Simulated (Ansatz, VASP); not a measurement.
# Two plane-wave programs on Al2O3

```
Al O
1.0
     2.34425    1.35345    4.26512
    -2.34425    1.35345    4.26512
     0.00000   -2.70690    4.26512
Al O
4 6
Direct
  0.85215 0.85215 0.85215
  0.64785 0.64785 0.64785
  0.14785 0.14785 0.14785
  0.35215 0.35215 0.35215
  0.05618 0.44382 0.75000
  0.75000 0.05618 0.44382
  0.44382 0.75000 0.05618
  0.94382 0.55618 0.25000
  0.25000 0.94382 0.55618
  0.55618 0.25000 0.94382
```

Change from the starting cell: strain -0.025 along x and y, -0.025 along z, atoms carried along.

Alike in both runs: task single point; functional PBE; k mesh 6 × 6 × 6; occupations gaussian, width 0.05 eV; no spin polarisation.

```csv
,VASP,Ansatz
version,VASP 6.6.1,Ansatz 0.2.0
potentials or method,"VASP PAW PBE potentials, release 64 (Al, O), cutoff 520 eV","scalar-relativistic, plane waves, PAW"
valence electrons in the cell,48,48
```

Ansatz gave:

```
gap on the k mesh at the Fermi level (eV)                     : 6.81
least direct gap on the mesh (eV)                             : 6.81
pressure (GPa)                                                : 20.4
traceless stress, the component that is largest in VASP (GPa) : -1.00
rms of the force components (eV/Å)                            : 0.040
```

Task: Estimate VASP's values.

Result: gap on the k mesh at the Fermi level (eV): 6.81; least direct gap on the mesh (eV): 6.81; pressure (GPa): 20.4; traceless stress, the component that is largest in VASP (GPa): -1.04; rms of the force components (eV/Å): 0.039.

Atom by atom the forces differ by 0.001 eV/Å (rms over components). With one functional, cell and mesh, what is left measures potentials, basis and numerics.
